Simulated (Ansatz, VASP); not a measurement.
## LaPPd3: VASP beside Ansatz

```
La Pd P
1.0
    -4.49568    4.49568    4.49568
     4.49568   -4.49568    4.49568
     4.49568    4.49568   -4.49568
La Pd P
4 12 4
Direct
  0.00000 0.00000 0.00000
  0.00000 0.50000 0.50000
  0.50000 0.00000 0.50000
  0.50000 0.50000 0.00000
  0.31830 0.31830 0.54136
  0.68170 0.22306 0.00000
  0.77694 0.77694 0.45864
  0.22306 0.68170 0.00000
  0.54136 0.31830 0.31830
  0.00000 0.68170 0.22306
  0.45864 0.77694 0.77694
  0.00000 0.22306 0.68170
  0.31830 0.54136 0.31830
  0.22306 0.00000 0.68170
  0.77694 0.45864 0.77694
  0.68170 0.00000 0.22306
  0.62421 0.62421 0.62421
  0.37579 0.00000 0.00000
  0.00000 0.00000 0.37579
  0.00000 0.37579 0.00000
```

Alike in both runs: functional PBE; dispersion D3(BJ); k mesh 6 × 6 × 6; occupations gaussian, width 0.1 eV; no spin polarisation.

Ansatz relaxed the structure, and its values are those at the end. VASP's run is a single point on that final structure, the one shown.

|  | VASP | Ansatz |
| --- | --- | --- |
| version | VASP 6.6.1 | Ansatz 0.2.0 |
| potentials or method | VASP PAW PBE potentials, release 64 (La, Pd, P), cutoff 520 eV | scalar-relativistic, plane waves, PAW |
| valence electrons in the cell | 184 | 280 |

```csv
,VASP,Ansatz,Ansatz less VASP
gap on the k mesh at the Fermi level (eV),none,none,-
pressure (GPa),-0.1,0.0,+0.12
rms of the force components (eV/Å),0.003,0.003,-0.0007
```

A gap of «none» marks a metal or a gap that the smearing closes. VASP's potentials hold 184 valence electrons a cell and Ansatz's 280, so a difference there can come from the potentials and not from the codes.

Neither program's run includes spin-orbit coupling.
